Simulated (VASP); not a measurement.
Wanted: the native input for a VASP 6.6.1 run.

```
Task                   : single point
Functional             : PBEsol
Potentials or basis    : VASP PAW PBE potentials, release 64 (Pt)
Cutoff                 : 520 eV
k mesh                 : 11 × 11 × 11
Occupations            : gaussian, width 0.1 eV
Spin                   : no spin polarisation
Dipole correction      : no
Further INCAR settings : ALGO = Normal; EDIFF = 1e-06; NBANDS = 11
```

The structure of Pt lies in POSCAR:

```
Pt
1.0
    0.0000000000      1.9583873113      1.9583873113
    1.9583873113      0.0000000000      1.9583873113
    1.9583873113      1.9583873113      0.0000000000
Pt
1
Direct
    0.0000000000      0.0000000000      0.0000000000
```

These files were run (other wordings do the same):

INCAR

```
PREC     = Accurate       # precision mode
ENCUT    = 520            # plane-wave cutoff, eV
EDIFF    = 1E-6           # SCF threshold, eV
ISMEAR   = 0              # smearing method
SIGMA    = 0.1            # smearing width, eV
LREAL    = F              # projectors in reciprocal space
LASPH    = T              # aspherical terms in the spheres
NELM     = 100            # most SCF steps
ALGO     = Normal         # electronic algorithm
ISIF     = 2              # what is computed and relaxed
LWAVE    = F              # write WAVECAR
LCHARG   = F              # write CHGCAR
GGA      = PS             # functional
NBANDS   = 11             # bands
```

KPOINTS

```
regular mesh
0
Gamma
  11 11 11
```

Potentials or basis: VASP PAW PBE potentials, release 64 (Pt).

Run with:

```sh
$ cat potpaw_PBE.64/Pt/POTCAR > POTCAR
$ mpirun -np 1 vasp_std > vasp.out
```

Results of the run:

```json
{
  "Pressure": "-0.4 GPa",
  "Band gap on the k mesh": "zero (band 5 reaches 11.56 eV, above the bottom of band 6 at 9.44 eV)"
}
```

Caveat: the PAW data sets were made with another functional, which shifts forces and pressure a little; spin-orbit coupling is left out, which moves the levels of the heavy elements.

Run time: 8.2 s on 1 thread of AMD EPYC 9R14 (Zen 4), with other jobs on the host, peak memory 0.11 GiB.
